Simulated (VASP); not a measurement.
Input of a VASP 6.6.1 run:

INCAR

```
AGGAC    = 1.0          
AGGAX    = 1.0          
ALDAC    = 0.0          
ALDAX    = 1.0          
ALGO     = Normal         # electronic algorithm
EDIFF    = 1E-6           # SCF threshold, eV
ENCUT    = 520            # plane-wave cutoff, eV
GGA      = B5             # functional
ISIF     = 2              # what is computed and relaxed
ISMEAR   = -1             # smearing method
LASPH    = T              # aspherical terms in the spheres
LCHARG   = F              # write CHGCAR
LREAL    = F              # projectors in reciprocal space
LWAVE    = F              # write WAVECAR
NBANDS   = 13             # bands
NELM     = 60             # most SCF steps
PREC     = Accurate       # precision mode
SIGMA    = 0.1            # smearing width, eV
```

File KPOINTS:

```
k-points
0
Gamma
  15 15 15
```

The input POSCAR:

```
Mo
1.0
    0.0000000000      1.9429693384      1.9429693384
    1.9429693384      0.0000000000      1.9429693384
    1.9429693384      1.9429693384      0.0000000000
Mo
1
Direct
    0.0000000000      0.0000000000      0.0000000000
```

Potentials or basis: VASP PAW PBE potentials, release 64 (Mo_sv).

Command:

```sh
$ cat potpaw_PBE.64/Mo_sv/POTCAR > POTCAR
$ mpirun -np 1 vasp_std > vasp.out
```

(1) What does it give for the pressure?

(2) Estimate the band gap on the k mesh.

## Answers

(1) 37.3 GPa.

(2) zero (band 7 reaches 18.14 eV, above the bottom of band 8 at 12.85 eV).

Caveat: the PAW data sets were made with another functional, which shifts forces and pressure a little.
